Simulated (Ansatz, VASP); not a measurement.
**AlCu3 in VASP and in Ansatz**

```
Al Cu
1.0
     3.64896    0.00000    0.00000
     0.00000    3.64896    0.00000
     0.00000    0.00000    3.64896
Al Cu
1 3
Cartesian
  0.0000 0.0000 0.0000
  1.8245 1.7464 0.0000
  1.8245 0.0000 1.8245
  0.0000 1.9026 1.8245
```

Change from the starting cell: mode 5 frozen in at -0.077 Å, equal normal strain along x, y and z +0.0167.

Alike in both runs: task single point; functional LDA; k mesh 12 × 12 × 12; occupations gaussian, width 0.15 eV; no spin polarisation.

```csv
,VASP,Ansatz
version,VASP 6.6.1,Ansatz 0.2.0
potentials or method,"VASP PAW LDA potentials, release 64 (Al, Cu), cutoff 520 eV","scalar-relativistic, plane waves, PAW"
valence electrons in the cell,36,60
```

```csv
,VASP,Ansatz,Ansatz less VASP
gap on the k mesh at the Fermi level (eV),none,none,-
pressure (GPa),-6.3,-6.9,-0.68
"traceless stress, the component that is largest in VASP (GPa)",0.07,0.08,+0.005
rms of the force components (eV/Å),0.171,0.168,-0.0027
```

Ansatz warns that its potentials were made for another functional, while VASP's fit it. LDA's correlation is that of Perdew and Zunger in VASP and of Perdew and Wang (1992) in Ansatz. Atom by atom the forces differ by 0.003 eV/Å (rms over components). A gap of «none» marks a metal or a gap that the smearing closes. VASP's potentials hold 36 valence electrons a cell and Ansatz's 60, so a difference there can come from the potentials and not from the codes.
